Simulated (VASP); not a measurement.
Co:

```
Co
1.0
    -1.40414    1.40414    1.40414
     1.40414   -1.40414    1.40414
     1.40414    1.40414   -1.40414
Co
1
Direct
  0.00000 0.00000 0.00000
```

```yaml
Program: VASP 6.6.1
Task: relaxation of cell and atoms
Functional: PBEsol
Potentials_or_basis: VASP PAW PBE potentials, release 64 (Co)
Cutoff: 600 eV
k_mesh: 16 × 16 × 16
Occupations: fermi-dirac, width 0.1 eV
Spin: no spin polarisation
```

At the start: pressure -19.8 GPa; volume 11.07 Å³/atom.

Task: Where does the relaxation end?

Result: Over 4 steps the energy falls by 66.5 meV/atom and the volume is 10.10 Å³/atom (-8.8 %); space group Im-3m (No. 229, to 0.05 Å).

Step by step:
```csv
step,energy change (eV),largest force (eV/Å),pressure (GPa),volume (Å³)
1,0.0000,0.0000,-19.84,11.07
2,0.0518,0.0000,39.34,9.02
3,-0.0665,0.0000,-0.65,10.12
4,-0.0665,0.0000,-0.08,10.10
```

Final structure:
```yaml
crystal:
  lattice:
    - [-1.36152, 1.36152, 1.36152]
    - [1.36152, -1.36152, 1.36152]
    - [1.36152, 1.36152, -1.36152]
  atoms:
    - { symbol: Co, position: [0.00000, 0.00000, 0.00000] }
```

Caveat: the PAW data sets were made with another functional, which shifts forces and pressure a little; the run has no spin polarisation, though such a crystal can be magnetic.
